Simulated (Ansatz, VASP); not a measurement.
## Co in VASP and in Ansatz

```
Co
1.0
     2.42876    0.00000    0.00000
    -1.21438    2.10337    0.00000
     0.00000    0.00000    3.91775
Co
2
Direct
  0.66667 0.33333 0.25000
  0.33333 0.66667 0.75000
```

Alike in both runs: task single point; functional LDA; k mesh 24 × 24 × 12; occupations gaussian, width 0.15 eV; no spin polarisation.

```csv
,VASP,Ansatz
version,VASP 6.6.1,Ansatz 0.2.0
potentials or method,"VASP PAW LDA potentials, release 64 (Co), cutoff 520 eV","scalar-relativistic, plane waves, PAW"
valence electrons in the cell,18,34
```

```csv
,VASP,Ansatz,Ansatz less VASP
gap on the k mesh at the Fermi level (eV),none,none,-
pressure (GPa),-11.4,-11.5,-0.11
"traceless stress, the component that is largest in VASP (GPa)",-0.30,-0.26,+0.046
```

Ansatz warns that its potentials were made for another functional, while VASP's fit it. LDA's correlation is that of Perdew and Zunger in VASP and of Perdew and Wang (1992) in Ansatz. A gap of «none» marks a metal or a gap that the smearing closes. VASP's potentials hold 18 valence electrons a cell and Ansatz's 34, so a difference there can come from the potentials and not from the codes.
